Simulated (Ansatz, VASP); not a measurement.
**Two plane-wave programs on Cl**

```
Cl
1.0
    12.00000    0.00000    0.00000
     0.00000   12.20000    0.00000
     0.00000    0.00000   12.40000
Cl
2
Direct
  0.50000 0.50000 0.41919
  0.50000 0.50000 0.58081
```

Alike in both runs: functional PBE; k mesh 1 × 1 × 1; occupations gaussian, width 0.01 eV; non-collinear spin, spin-orbit coupling.

Ansatz relaxed the structure, and its values are those at the end. VASP's run is a single point on that final structure, the one shown.

```csv
,VASP,Ansatz
version,VASP 6.6.1,Ansatz 0.2.0
potentials or method,"VASP PAW PBE potentials, release 64 (Cl), cutoff 400 eV","plane waves, PAW"
valence electrons in the cell,14,14
```

```csv
,VASP,Ansatz,Ansatz less VASP
rms of the force components (eV/Å),0.109,0.000,-0.1086
```

The functional is the same, so the differences come from potentials, cutoffs and numerics. Ansatz's warnings: stress scf threshold loose.
